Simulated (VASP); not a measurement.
Input of a VASP 6.6.1 run:

INCAR

```
  ALGO = Normal
  EDIFF = 1E-8
  ENCUT = 520
  GGA = PS
  ISIF = 2
  ISMEAR = -1
  LASPH = T
  LCHARG = F
  LEFG = T
  LREAL = F
  LWAVE = F
  NBANDS = 16
  NELM = 60
  PREC = Accurate
  SIGMA = 0.05
```

The input KPOINTS:

```
k-points
0
Gamma
  14 14 13
```

File POSCAR:

```
WC
1.0
    2.8908006898      0.0000000000      0.0000000000
   -1.4454003449      2.5035068347      0.0000000000
    0.0000000000      0.0000000000      2.8195383909
W C
1 1
Direct
    0.0000000000      0.0000000000      0.0000000000
    0.6666666667      0.3333333333      0.5000000000
```

Potentials or basis: VASP PAW PBE potentials, release 64 (W_sv, C).

Launch:

```bash
$ cat potpaw_PBE.64/W_sv/POTCAR potpaw_PBE.64/C/POTCAR > POTCAR
$ mpirun -np 1 vasp_std > vasp.out
```

What does it give for the band gap on the k mesh?

Zero (band 9 reaches 11.94 eV, above the bottom of band 10 at 10.58 eV).

Predict the pressure.

4.8 GPa.

Stress tensor (GPa, compression positive):
```
4.40 0.00 0.00
0.00 4.40 0.00
0.00 0.00 5.64
```

Caveat: without QUAD_EFG the Cq values of the log hold for a quadrupole moment of 1 mb, not for the nuclei; the PAW data sets were made with another functional, which shifts forces and pressure a little; spin-orbit coupling is left out, which moves the levels of the heavy elements.
